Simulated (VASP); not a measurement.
# Mg (Fm-3m) in VASP: single point with PBEsol+D3(BJ)

Aim: the single point of Mg with PBEsol+D3(BJ).

Program: VASP 6.6.1. These are calculated values, not measurements. Logs are shortened: lines on timing, memory, paths and dates and some standing lists are left out, and cuts for length are marked.

### 1 The cell of the first run

Symmetry: Fm-3m, No. 225, cubic system. Conventional cell: a = 4.489 Å, b = 4.489 Å, c = 4.489 Å, α = 90.00°, β = 90.00°, γ = 90.00°. Mg (site symmetry m-3m) has 12 Mg at 3.17 Å within 4.2 Å.

### 2 Single point, PBEsol+D3(BJ)

The input, INCAR:

```
SYSTEM = Mg
PREC = Accurate
ENCUT = 600
EDIFF = 1E-6
ISMEAR = -1
SIGMA = 0.1
LREAL = .False.
LASPH = .True.
NELM = 120
ALGO = Normal
ISIF = 2
LWAVE = .False.
LCHARG = .False.
GGA = PS
IVDW = 12
NBANDS = 7
GGA_COMPAT = .False.
```

The input, KPOINTS:

```
Automatic mesh
0
Gamma
  10 10 10
  0 0 0
```

The input, POSCAR:

```
Mg
1.0
    3.1738572726      0.0000000000      0.0000000000
    1.5869286363      2.7486410261      0.0000000000
    1.5869286363      0.9162136754      2.5914436114
Mg
1
Direct
    0.0000000000      0.0000000000      0.0000000000
```

Potentials or basis: VASP PAW PBE potentials, release 64 (Mg).

Started as:

```console
$ cat potpaw_PBE.64/Mg/POTCAR > POTCAR
$ mpirun -np 1 vasp_std > vasp.out
```

OUTCAR:

```text
SYSTEM = Mg
   PREC = Accurate
   ENCUT = 600
   EDIFF = 1E-6
   ISMEAR = -1
   LREAL = .False.
   LASPH = .True.
   NELM = 120
   ISIF = 2
   GGA = PS
   IVDW = 12
 IVDW          = 12

 ion  position               nearest neighbor table
   1  0.000  0.000  0.000-

  LATTYP: Found a face centered cubic cell.
 ALAT       =     4.4885120000

  Lattice vectors:

 A1 = (   3.1738572726,   0.0000000000,   0.0000000000)
 A2 = (   1.5869286363,   2.7486410261,   0.0000000000)
 A3 = (   1.5869286363,   0.9162136754,   2.5914436114)

Analysis of symmetry for initial positions (statically):
=====================================================================
 Subroutine PRICEL returns:
 Original cell was already a primitive cell.

 Routine SETGRP: Setting up the symmetry group for a
 face centered cubic supercell.

 Subroutine GETGRP returns: Found 48 space group operations
 (whereof 48 operations were pure point group operations)
 out of a pool of 48 trial point group operations.

The static configuration has the point symmetry O_h .

Analysis of symmetry for dynamics (positions and initial velocities):
=====================================================================
 Subroutine PRICEL returns:
 Original cell was already a primitive cell.

 Routine SETGRP: Setting up the symmetry group for a
 face centered cubic supercell.

 Subroutine GETGRP returns: Found 48 space group operations
 (whereof 48 operations were pure point group operations)
 out of a pool of 48 trial point group operations.

The dynamic configuration has the point symmetry O_h .

 Subroutine INISYM returns: Found 48 space group operations
 (whereof 48 operations are pure point group operations),
 and found     1 'primitive' translations

----------------------------------------------------------------------------------------

                                     Primitive cell

  volume of cell :      22.6072

  direct lattice vectors                    reciprocal lattice vectors
     3.173857273  0.000000000  0.000000000     0.315074030 -0.181908076 -0.128628434
     1.586928636  2.748641026  0.000000000     0.000000000  0.363816152 -0.128628434
     1.586928636  0.916213675  2.591443611     0.000000000  0.000000000  0.385885302

  length of vectors
     3.173857273  3.173857273  3.173857273     0.385885302  0.385885302  0.385885302

  position of ions in fractional coordinates (direct lattice)
     0.000000000  0.000000000  0.000000000

  ion indices of the primitive-cell ions
   primitive index   ion index
                 1           1
[... 73 lines left out ...]
   LREAL  =      F    real-space projection
   EDIFFG = 0.1E-04   stopping-criterion for IOM
   NSW    =      0    number of steps for IOM
   IBRION =     -1    ionic relax: 0-MD 1-quasi-New 2-CG
   NFREE  =      0    steps in history (QN), initial steepest desc. (CG)
   ISIF   =      2    stress and relaxation
   ISYM   =      2    0-nonsym 1-usesym 2-fastsym
   POTIM  = 0.5000    time-step for ionic-motion
   TEBEG  =    0.0;   TEEND  =   0.0 temperature during run
   PSTRESS=    0.0 pullay stress
   NELECT =       2.0000    total number of electrons
   NUPDOWN=      -1.0000    fix difference up-down
   EMIN   =  10.00;   EMAX   =-10.00  energy-range for DOS
   EFERMI =   0.00;   METHOD = LEGACY
   ISMEAR =    -1;   SIGMA  =   0.10  broadening in eV -4-tet -1-fermi 0-gaus
   EFERMI_NEDOS =   21; number of points for ismear=-14 and -15
   IALGO  =     38    algorithm
   IMIX   =      4    mixing-type and parameters
     AMIX     =   0.40;   BMIX     =  1.00
     AMIX_MAG =   1.60;   BMIX_MAG =  1.00
  volume/ion in A,a.u.               =      22.61       152.56
  Fermi-wavevector in a.u.,A,eV,Ry     =   0.729462  1.378483  7.239854  0.532114
  Thomas-Fermi vector in A             =   1.821189
   LORBIT       =      0    0 simple, 1 ext, 2 COOP (PROOUT), +10 PAW based schemes
   GGA     = PS    functional components
   LHFCALC =     F    Hartree Fock is set to
   AEXX    =    0.0000 exact exchange contribution
   IVDW    =    12    specifies the selected vdW correction
   LEPSILON=     F    determine dielectric tensor
   LRPA    =     F    only Hartree local field effects (RPA)
 non-spin polarized calculation
  energy-cutoff  :      600.00
  volume of cell :       22.61
 maximum number of plane-waves:       769
 NGX is ok and might be reduce to    28
   NGX = 13   NGY = 13   NGZ = 13

 number of electron       2.0000000 magnetization

 Free energy of the ion-electron system (eV)
  ---------------------------------------------------
  ext. energy  EPLUGINS =         0.00000000
  ---------------------------------------------------
  free energy    TOTEN  =        -1.71925255 eV

  energy without entropy =       -1.70403270  energy(sigma->0) =       -1.71164262

 E-fermi :   2.7239     XC(G=0):  -8.5827

 val. band max:        2.7032741805   @ k =  -0.4000   0.5000   0.1000
 cond. band min:       2.8234321076   @ k =  -0.3000   0.4000   0.1000
 fundamental gap:      0.1201579271
 Fermi energy:         2.7239064855

 k-point     1 :       0.0000    0.0000    0.0000
  band No.  band energies     occupation
      1      -4.3245      2.00000
      2      15.0999      0.00000
      3      15.0999      0.00000
      4      15.0999      0.00000
      5      17.1165      0.00000
      6      17.1165      0.00000
      7      17.1165      0.00000
[... 221 lines left out ...]
 k-point    24 :       0.4000    0.3000   -0.0000
  band No.  band energies     occupation
      1      -0.5813      2.00000
      2       7.5059      0.00000
      3       8.0605      0.00000
      4      10.3608      0.00000
      5      11.1685      0.00000
      6      14.4629      0.00000
      7      22.9480      0.00000

 [... further k-points ...]

------------------------ aborting loop because EDIFF is reached ----------------------------------------

 Edisp (eV)   -0.26562

 E8    (eV) :    -0.1761

  FORCE on cell =-STRESS in cart. coord.  units (eV):
  Direction    XX          YY          ZZ          XY          YZ          ZX
  --------------------------------------------------------------------------------------
  -------------------------------------------------------------------------------------
  Total      -0.26619    -0.26619    -0.26619    -0.00000    -0.00000     0.00000
  in kB     -18.86505   -18.86505   -18.86505    -0.00000    -0.00000     0.00000
  external pressure =      -18.87 kB  Pullay stress =        0.00 kB

 VOLUME and BASIS-vectors are now :
 -----------------------------------------------------------------------------
  energy-cutoff  :      600.00
  volume of cell :       22.61
      direct lattice vectors                 reciprocal lattice vectors
     3.173857273  0.000000000  0.000000000     0.315074030 -0.181908076 -0.128628434
     1.586928636  2.748641026  0.000000000     0.000000000  0.363816152 -0.128628434
     1.586928636  0.916213675  2.591443611     0.000000000  0.000000000  0.385885302

 POSITION                                       TOTAL-FORCE (eV/Angst)
 -----------------------------------------------------------------------------------
      0.00000      0.00000      0.00000         0.000000     -0.000000      0.000000
 -----------------------------------------------------------------------------------
    total drift:                               -0.000000      0.000000      0.000000

  FREE ENERGIE OF THE ION-ELECTRON SYSTEM (eV)
  ---------------------------------------------------
  free  energy   TOTEN  =        -1.9848681141 eV

  energy  without entropy=       -1.9696482710  energy(sigma->0) =       -1.97725819
```

stdout:

```text
POSCAR found type information on POSCAR Mg
 POSCAR found :  1 types and       1 ions
 scaLAPACK will be used
 -----------------------------------------------------------------------------
|                                                                             |
|                                                                             |
|     You enforced a specific xc type in the INCAR file but a different       |
|     I HOPE YOU KNOW WHAT YOU ARE DOING!                                     |
|                                                                             |
 -----------------------------------------------------------------------------

 LDA part: xc-table for (Slater+PW92), standard interpolation
 POSCAR, INCAR and KPOINTS ok, starting setup
 FFT: planning ... GRIDC
 FFT: planning ... GRID_SOFT
 FFT: planning ... GRID
 WAVECAR not read
 entering main loop
```

It took 13 s on 1 thread of Intel Xeon 8259CL, shared host; peak memory 0.17 GiB.

Results:

```yaml
Free_energy: -1.9849 eV
Pressure: -1.9 GPa
Band_gap_on_the_k_mesh: zero (band 1 reaches 3.51 eV, above the bottom of band 2 at 1.38 eV)
Dispersion_energy_per_atom: -0.266 eV
```

Caveat: three body term missing; the PAW data sets were made with another functional, which shifts forces and pressure a little; pairwise dispersion overbinds metals, which lowers pressure and volume.
